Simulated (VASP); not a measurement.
Fe:

```
CELL_PARAMETERS angstrom
-1.41559 1.41559 1.41559
1.41559 -1.41559 1.41559
1.41559 1.41559 -1.41559
ATOMIC_POSITIONS crystal
Fe 0.00000 0.00000 0.00000
```

Base run:

```yaml
Program: VASP 6.6.1
Functional: PBE
Potentials_or_basis: VASP PAW PBE potentials, release 64 (Fe)
Cutoff: 520 eV
k_mesh: 22 × 22 × 22
Occupations: gaussian, width 0.05 eV
Spin: no spin polarisation
```

Its results: pressure -18.0 GPa.

Problem. The run is repeated on the same cell with these changes: spin from no spin polarisation to collinear spin, ferromagnetic start; further incar settings from ALGO = Normal; EDIFF = 1e-06; NBANDS = 10 to ALGO = Normal; EDIFF = 1e-07; NBANDS = 14. What comes out?

Solution. Pressure -0.3 GPa; net moment 2.18 μB per cell; site moments Fe +2.17 μB.

Caveats: the cell stands under tension (at least some runs).
